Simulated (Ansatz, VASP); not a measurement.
## Pb: VASP beside Ansatz

The input INCAR:

```
SYSTEM = Pb
PREC     = Accurate       ! precision mode
ENCUT    = 520            ! plane-wave cutoff, eV
EDIFF    = 1E-7           ! SCF threshold, eV
ISMEAR   = -1             ! smearing method
SIGMA    = 0.05           ! smearing width, eV
LREAL    = .False.        ! projectors in reciprocal space
LASPH    = .True.         ! aspherical terms in the spheres
NELM     = 60             ! most SCF steps
ALGO     = Normal         ! electronic algorithm
ISIF     = 2              ! what is computed and relaxed
LWAVE    = .False.        ! write WAVECAR
LCHARG   = .False.        ! write CHGCAR
GGA      = B5             ! functional
ALDAX    = 1.0          
AGGAX    = 1.0          
AGGAC    = 1.0          
ALDAC    = 0.0          
NBANDS   = 13             ! bands
```

KPOINTS

```
regular mesh
0
Gamma
  9 9 9
  0 0 0
```

File POSCAR:

```
Pb
1.0
    0.0000000000      2.4415696833      2.4415696833
    2.4415696833      0.0000000000      2.4415696833
    2.4415696833      2.4415696833      0.0000000000
Pb
1
Direct
    0.0000000000      0.0000000000      0.0000000000
```

Contents of input.yaml:

```yaml
crystal:
  lattice:
    - [0.0, 2.4415696833, 2.4415696833]
    - [2.4415696833, 0.0, 2.4415696833]
    - [2.4415696833, 2.4415696833, 0.0]
  atoms:
    - { symbol: Pb, position: [0.0, 0.0, 0.0] }
hamiltonian:
  xc: blyp
  pseudopotentials: { kind: paw }
kpoints:
  mp_grid: { grid: [9, 9, 9] }
scf:
  occupations: { method: fermi_dirac, width: 0.05 }
output:
  forces: true
  stress: true
  eigenvalues: true
```

Alike in both runs: task single point; functional BLYP; k mesh 9 × 9 × 9; occupations fermi-dirac, width 0.05 eV; no spin polarisation.

```csv
,VASP,Ansatz
version,VASP 6.6.1,Ansatz 0.2.0
potentials or method,"VASP PAW PBE potentials, release 64 (Pb_d)",Ansatz PAW
plane-wave cutoff (eV),520,420
valence electrons in the cell,14,14
```

|  | VASP | Ansatz | Ansatz less VASP |
| --- | --- | --- | --- |
| gap on the k mesh at the Fermi level (eV) | none | none | - |
| pressure (GPa) | 8.6 | 8.5 | -0.16 |

VASP's potentials were made for PBE, not for BLYP. A gap of «none» marks a metal or a gap that the smearing closes.

Spin-orbit coupling is off throughout.
